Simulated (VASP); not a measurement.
# AlGeSbH2 (P2/m) in VASP: single point with PBE

Aim: the single point of AlGeSbH2 with PBE.

Everything below comes from runs of VASP 6.6.1. Logs are shortened: lines on timing, memory, paths and dates and some standing lists are left out, and cuts for length are marked.

### 1 The cell of the first run

Symmetry: P2/m, No. 10, monoclinic system. The conventional cell has a = 3.636 Å, b = 4.522 Å, c = 5.466 Å, α = 90.00°, β = 106.20°, γ = 90.00°. Within 2.4 Å of Al (site symmetry 2/m) lie 2 H at 1.82 Å. Ge (site symmetry 2/m) has 2 H at 1.82 Å within 2.4 Å. Within 3.0 Å of Sb (site symmetry 2/m) lie 2 H at 2.26 Å and 4 Al at 2.90 Å. Within 2.4 Å of H (site symmetry 2/m) lie 2 Ge at 1.82 Å. H (site symmetry 2/m) has 2 Al at 1.82 Å and 2 Sb at 2.26 Å within 2.4 Å.

The cell was built from a structure type or drawn by symmetry, and may not be a known phase.

### 2 Single point, PBE

Input file INCAR:

```
PREC = Accurate ; ENCUT = 500
EDIFF = 1E-6 ; ISMEAR = 0
SIGMA = 0.15 ; LREAL = False
LASPH = True ; NELM = 120
ALGO = Normal ; ISIF = 2
LWAVE = False ; LCHARG = True
GGA = PE ; LELF = True
LVHAR = True ; NBANDS = 20
GGA_COMPAT = False
```

Input file KPOINTS:

```
regular mesh
0
Gamma
  4 2 3
```

Input file POSCAR:

```
AlGeSbH2
1.0
    3.6320381443      0.0000000000     -0.1687963625
    0.0000000000      4.5223002087      0.0000000000
   -1.8652000491      0.0000000000      5.3414131112
Al Ge Sb H
1 1 1 2
Direct
    0.5000000000      0.0000000000      0.0000000000
    0.0000000000      0.0000000000      0.5000000000
    0.0000000000      0.5000000000      0.0000000000
    0.5000000000      0.0000000000      0.5000000000
    0.0000000000      0.0000000000      0.0000000000
```

Potentials or basis: VASP PAW PBE potentials, release 64 (Al, Ge_d, Sb, H).

On the command line:

```
$ cat potpaw_PBE.64/Al/POTCAR potpaw_PBE.64/Ge_d/POTCAR potpaw_PBE.64/Sb/POTCAR potpaw_PBE.64/H/POTCAR > POTCAR
$ mpirun -np 1 vasp_std > vasp.out
```

OUTCAR:

```text
PREC = Accurate
   ENCUT = 500
   EDIFF = 1E-6
   ISMEAR = 0
   LREAL = False
   LASPH = True
   NELM = 120
   ISIF = 2
   GGA = PE

 ion  position               nearest neighbor table
   1  0.500  0.000  0.000-   5 1.82   5 1.82   2 2.73   2 2.73   3 2.90   3 2.90   3 2.90   3 2.90

   2  0.000  0.000  0.500-   4 1.82   4 1.82   1 2.73   1 2.73
   3  0.000  0.500  0.000-   5 2.26   5 2.26   1 2.90   1 2.90   1 2.90   1 2.90
   4  0.500  0.000  0.500-   2 1.82   2 1.82
   5  0.000  0.000  0.000-   1 1.82   1 1.82   3 2.26   3 2.26

  LATTYP: Found a simple monoclinic cell.
 ALAT       =     3.6359583735
 B/A-ratio  =     1.2437711723
 C/A-ratio  =     1.5033307458
 COS(beta)  =    -0.2789581538

  Lattice vectors:

 A1 = (   3.6320381443,   0.0000000000,  -0.1687963625)
 A2 = (   0.0000000000,  -4.5223002087,   0.0000000000)
 A3 = (  -1.7668380952,   0.0000000000,  -5.1726167487)

Analysis of symmetry for initial positions (statically):
=====================================================================
 Subroutine PRICEL returns:
 Original cell was already a primitive cell.

 Routine SETGRP: Setting up the symmetry group for a
 simple monoclinic supercell.

 Subroutine GETGRP returns: Found  4 space group operations
 (whereof  4 operations were pure point group operations)
 out of a pool of  4 trial point group operations.

The static configuration has the point symmetry C_2h.

Analysis of symmetry for dynamics (positions and initial velocities):
=====================================================================
 Subroutine PRICEL returns:
 Original cell was already a primitive cell.

 Routine SETGRP: Setting up the symmetry group for a
 simple monoclinic supercell.

 Subroutine GETGRP returns: Found  4 space group operations
 (whereof  4 operations were pure point group operations)
 out of a pool of  4 trial point group operations.

The dynamic configuration has the point symmetry C_2h.

 Subroutine INISYM returns: Found  4 space group operations
 (whereof  4 operations are pure point group operations),
 and found     1 'primitive' translations

----------------------------------------------------------------------------------------

                                     Primitive cell

[... 83 lines left out ...]
   ENCUT  =  500.0 eV  36.75 Ry    6.06 a.u.   6.63  8.25 10.32*2*pi/ulx,y,z
   NELM   =    120;   NELMIN=  2; NELMDL= -5     # of ELM steps
   EDIFF  = 0.1E-05   stopping-criterion for ELM
   LREAL  =      F    real-space projection
   EDIFFG = 0.1E-04   stopping-criterion for IOM
   NSW    =      0    number of steps for IOM
   IBRION =     -1    ionic relax: 0-MD 1-quasi-New 2-CG
   NFREE  =      0    steps in history (QN), initial steepest desc. (CG)
   ISIF   =      2    stress and relaxation
   ISYM   =      2    0-nonsym 1-usesym 2-fastsym
   POTIM  = 0.5000    time-step for ionic-motion
   TEBEG  =    0.0;   TEEND  =   0.0 temperature during run
   PSTRESS=    0.0 pullay stress
   NELECT =      24.0000    total number of electrons
   NUPDOWN=      -1.0000    fix difference up-down
   EMIN   =  10.00;   EMAX   =-10.00  energy-range for DOS
   EFERMI =   0.00;   METHOD = LEGACY
   ISMEAR =     0;   SIGMA  =   0.15  broadening in eV -4-tet -1-fermi 0-gaus
   EFERMI_NEDOS =   21; number of points for ismear=-14 and -15
   IALGO  =     38    algorithm
   IMIX   =      4    mixing-type and parameters
     AMIX     =   0.40;   BMIX     =  1.00
     AMIX_MAG =   1.60;   BMIX_MAG =  1.00
  volume/ion in A,a.u.               =      17.26       116.49
  Fermi-wavevector in a.u.,A,eV,Ry     =   1.068543  2.019253 15.534907  1.141783
  Thomas-Fermi vector in A             =   2.204194
   LORBIT       =      0    0 simple, 1 ext, 2 COOP (PROOUT), +10 PAW based schemes
   GGA     = PE    functional components
   LHFCALC =     F    Hartree Fock is set to
   AEXX    =    0.0000 exact exchange contribution
   IVDW    =     0    specifies the selected vdW correction
   LEPSILON=     F    determine dielectric tensor
   LRPA    =     F    only Hartree local field effects (RPA)
 non-spin polarized calculation
 Gauss-broadening in eV      SIGMA  =   0.15
  energy-cutoff  :      500.00
  volume of cell :       86.31
 maximum number of plane-waves:      2212
 NGX is ok and might be reduce to    28
   NGX = 13   NGY = 17   NGZ = 21

 number of electron      23.9999992 magnetization

 Free energy of the ion-electron system (eV)
  ---------------------------------------------------
  ext. energy  EPLUGINS =         0.00000000
  ---------------------------------------------------
  free energy    TOTEN  =       -17.03759876 eV

  energy without entropy =      -17.03213774  energy(sigma->0) =      -17.03486825

 E-fermi :   4.8223     XC(G=0):  -9.3052

 val. band max:        4.6675718085   @ k =  -0.0000   0.0000   0.3333
 cond. band min:       4.9998718292   @ k =   0.0000   0.0000   0.0000
 fundamental gap:      0.3323000207
 Fermi energy:         4.8222918545

 k-point     1 :       0.0000    0.0000    0.0000
  band No.  band energies     occupation
      1     -20.2115      2.00000
      2     -20.1680      2.00000
      3     -20.1289      2.00000
      4     -20.0791      2.00000
      5     -20.0436      2.00000
      6      -7.0914      2.00000
[... 311 lines left out ...]
     19      11.7849      0.00000
     20      12.5093      0.00000

------------------------ aborting loop because EDIFF is reached ----------------------------------------

  FORCE on cell =-STRESS in cart. coord.  units (eV):
  Direction    XX          YY          ZZ          XY          YZ          ZX
  --------------------------------------------------------------------------------------
  -------------------------------------------------------------------------------------
  Total        0.0465231     -0.1995786     -0.1188514      0.0000000      0.0000000      0.0422097
  in kB        0.8636136     -3.7047975     -2.2062507      0.0000000      0.0000000      0.7835425
  external PRESSURE =      -1.6824782 kB  Pullay stress =       0.0000000 kB

 VOLUME and BASIS-vectors are now :
 -----------------------------------------------------------------------------
  energy-cutoff  :      500.00
  volume of cell :       86.31
      direct lattice vectors                 reciprocal lattice vectors
     3.632038144  0.000000000 -0.168796362     0.279869403  0.000000000  0.097729274
     0.000000000  4.522300209  0.000000000     0.000000000  0.221126408  0.000000000
    -1.865200049  0.000000000  5.341413111     0.008844277  0.000000000  0.190304761

 POSITION                                       TOTAL-FORCE (eV/Angst)
 -----------------------------------------------------------------------------------
      1.81602      0.00000     -0.08440         0.000000      0.000000     -0.000000
     -0.93260      0.00000      2.67071         0.000000      0.000000     -0.000000
      0.00000      2.26115      0.00000         0.000000      0.000000     -0.000000
      0.88342      0.00000      2.58631         0.000000      0.000000      0.000000
      0.00000      0.00000      0.00000         0.000000      0.000000     -0.000000
 -----------------------------------------------------------------------------------
    total drift:                               -0.000000     -0.000000      0.000000

  FREE ENERGIE OF THE ION-ELECTRON SYSTEM (eV)
  ---------------------------------------------------
  free  energy   TOTEN  =       -17.0375987642 eV

  energy  without entropy=      -17.0321377404  energy(sigma->0) =      -17.03486825
```

OSZICAR:

```text
N       E                     dE             d eps       ncg     rms          rms(c)
DAV:   1     0.142578297001E+03    0.14258E+03   -0.10443E+04   636   0.170E+03
DAV:   2     0.244671989604E+01   -0.14013E+03   -0.13608E+03   608   0.485E+02
DAV:   3    -0.170463949214E+02   -0.19493E+02   -0.19390E+02   664   0.103E+02
DAV:   4    -0.177235620957E+02   -0.67717E+00   -0.67684E+00   668   0.211E+01
DAV:   5    -0.177402731815E+02   -0.16711E-01   -0.16710E-01   708   0.374E+00    0.459E+00
DAV:   6    -0.171297741224E+02    0.61050E+00   -0.65318E-01   680   0.516E+00    0.223E+00
DAV:   7    -0.170329440661E+02    0.96830E-01   -0.52538E-01   684   0.404E+00    0.528E-01
DAV:   8    -0.170373418895E+02   -0.43978E-02   -0.69565E-02   644   0.146E+00    0.262E-01
DAV:   9    -0.170374679186E+02   -0.12603E-03   -0.29886E-03   704   0.425E-01    0.887E-02
DAV:  10    -0.170375718713E+02   -0.10395E-03   -0.38532E-04   684   0.151E-01    0.255E-02
DAV:  11    -0.170375935847E+02   -0.21713E-04   -0.39927E-05   644   0.441E-02    0.954E-03
DAV:  12    -0.170375985423E+02   -0.49576E-05   -0.71520E-06   640   0.188E-02    0.318E-03
DAV:  13    -0.170375987642E+02   -0.22187E-06   -0.12329E-06   484   0.586E-03
   1 F= -.17037599E+02 E0= -.17034868E+02  d E =-.546102E-02
```

stdout:

```text
POSCAR found type information on POSCAR AlGeSbH
 POSCAR found :  4 types and       5 ions
 scaLAPACK will be used
 LDA part: xc-table for (Slater+PW92), standard interpolation
 POSCAR, INCAR and KPOINTS ok, starting setup
 FFT: planning ... GRIDC
 FFT: planning ... GRID_SOFT
 FFT: planning ... GRID
 WAVECAR not read
 entering main loop
```

Wall time 23 s (1 thread of Intel Xeon Platinum 8259CL at 2.50GHz (Skylake/Cascade Lake), shared host); peak memory 0.21 GiB.

Results:

```yaml
Free_energy: -17.0376 eV
Pressure: -0.2 GPa
Band_gap_on_the_k_mesh: zero (bands 12 and 13 overlap by 2.04 eV)
```

Stress tensor (GPa, compression positive):
```
 0.09  0.00  0.08
 0.00 -0.37  0.00
 0.08  0.00 -0.22
```

Caveat: the k points lie up to 0.69 Å⁻¹ apart, too coarse for converged energies and pressures of a metal; spin-orbit coupling is left out, which moves the levels of the heavy elements.
